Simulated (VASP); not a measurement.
Crystal: Re.

```
CELL_PARAMETERS angstrom
2.59329 -1.71396 0.00000
2.59329 1.71396 0.00000
0.00000 0.00000 6.99168
ATOMIC_POSITIONS crystal
Re 0.85000 0.15000 0.11700
Re 0.65000 0.35000 0.61700
Re 0.15000 0.85000 0.88300
Re 0.35000 0.65000 0.38300
```

| Item | Value |
| --- | --- |
| Program | VASP 6.6.1 |
| Task | relaxation of cell and atoms |
| Functional | r2SCAN |
| Potentials or basis | VASP PAW PBE potentials, release 64 (Re) |
| Cutoff | 600 eV |
| k mesh | 6 × 6 × 4 |
| Occupations | gaussian, width 0.1 eV |
| Spin | no spin polarisation |

At the start: pressure 40.5 GPa; volume 15.54 Å³/atom.

Q: Where does the relaxation end?

A: Over 26 steps the energy falls by 2247.9 meV/atom and the volume is 14.75 Å³/atom (-5.0 %); space group Cmce (No. 64, to 0.1 Å) before, Fm-3m (No. 225, to 0.1 Å).

The path:
```
step  energy change (eV)  largest force (eV/Å)  pressure (GPa)  volume (Å³)
   1              0.0000                9.6468           40.55        62.15
   2             -0.0526                3.8120          -44.39        97.24
   3             -1.3448                2.8400          -47.43        90.15
   4             -2.7898                1.7658          -47.99        83.91
   5             -4.9735                0.6308          -34.52        73.05
   6             -4.9311                1.1433          -18.60        68.82
   7             -5.0653                0.6857          -27.94        71.02
   8             -3.9140                8.8962          112.17        51.10
   9             -7.1219                2.3448            7.13        61.10
  10             -7.1352                2.5388           10.01        60.63
  11             -8.3884                1.6974            6.63        59.01
  12             -8.3777                1.5938            7.76        58.76
  13             -8.4036                0.4768          -22.52        63.53
  14             -8.5649                0.6802           -9.44        61.10
  15             -8.7854                0.8527            5.16        58.54
  16             -8.7873                0.7966            3.75        58.75
  17             -8.8678                0.7924           -1.25        59.40
  18             -8.8679                0.7917           -1.04        59.37
  19             -8.9534                0.3787           -0.07        59.09
  20             -8.9757                0.1854            1.06        58.86
  21             -8.9759                0.1844            1.14        58.84
  22             -8.9852                0.0734           -2.95        59.46
  23             -8.9858                0.0928           -2.17        59.34
  24             -8.9909                0.0062            0.94        58.86
  25             -8.9914                0.0211            0.25        58.97
  26             -8.9916                0.0095           -0.07        59.02
```

Final structure:
```yaml
crystal:
  lattice:
    - [1.94383, -1.94622, 0.00000]
    - [1.94383, 1.94622, 0.00000]
    - [0.00000, 0.00000, 7.80005]
  atoms:
    - { symbol: Re, position: [0.75036, 0.24964, 0.12499] }
    - { symbol: Re, position: [0.74964, 0.25036, 0.62499] }
    - { symbol: Re, position: [0.24964, 0.75036, 0.87501] }
    - { symbol: Re, position: [0.25036, 0.74964, 0.37501] }
```

Caveat: the k points lie up to 0.38 Å⁻¹ apart in the final cell, too coarse for converged energies and pressures of a metal; the PAW data sets were made with another functional, which shifts forces and pressure a little.
